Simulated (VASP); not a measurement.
Runs of VASP 6.6.1 on SrLiH3. The structure is that of space group Pm-3m (No. 221), or close to it. The cells are those of the table. 

```tsv
task	level	cell	cutoff (eV)	gap on the mesh (eV)	pressure (GPa)	relaxed volume (Å³/atom)
relaxation of cell and atoms	r2SCAN	relaxed from a = 4.631 Å, 5 atoms	600	2.37	0.1	20.12
single point	r2SCAN+rVV10	a = 4.640 Å, 5 atoms	520	(a)	-	-
single point	r2SCAN	a = 4.654 Å, 5 atoms	520	2.37	-	-
relaxation of cell and atoms	PBE	relaxed from a = 4.631 Å, 5 atoms	600	1.83	0.1	(b)
single point	revPBE+D3(BJ)	a = 4.593 Å, 5 atoms	520	1.91	-	-
```

Alike in all rows: potentials or basis VASP PAW PBE potentials, release 64 (Li_sv, Sr_sv, H); no spin polarisation; k mesh 4 × 4 × 4; smearing gaussian 0.01 eV.

Question: Estimate the missing entries.

Answer: (a) 2.31; (b) 19.93.

Caveats: the cutoff is under 1.25 times the usual one of these potentials, so pressure, stress and relaxed cells hold a basis-set (Pulay) error; the PAW data sets were made with another functional, which shifts forces and pressure a little (at least some runs).

A k mesh can miss the band edges, and the runs leave out spin-orbit coupling on Sr.
